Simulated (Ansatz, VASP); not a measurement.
# Pd in VASP and in Ansatz

```
Pd
1.0
     5.01800    0.00000    0.00000
     0.00000    5.01800    0.00000
     0.00000    0.00000    5.01800
Pd
8
Direct
  0.00000 0.00000 0.00000
  0.50000 0.50000 0.50000
  0.25000 0.00000 0.50000
  0.75000 0.00000 0.50000
  0.50000 0.25000 0.00000
  0.50000 0.75000 0.00000
  0.00000 0.50000 0.25000
  0.00000 0.50000 0.75000
```

Alike in both runs: functional PBE; k mesh 5 × 5 × 5; occupations fermi-dirac, width 0.1 eV; no spin polarisation.

Ansatz relaxed the structure, and its values are those at the end. VASP's run is a single point on that final structure, the one shown.

```csv
,VASP,Ansatz
version,VASP 6.6.1,Ansatz 0.2.0
potentials or method,"VASP PAW PBE potentials, release 64 (Pd), cutoff 520 eV","plane waves (420 eV) with PAW, scalar-relativistic"
valence electrons in the cell,80,144
```

VASP gave:

* pressure (GPa): -0.4

Question: Estimate Ansatz's values.

Answer: Pressure (GPa): 0.0.

VASP's potentials hold 80 valence electrons a cell and Ansatz's 144, so a difference there can come from the potentials and not from the codes.
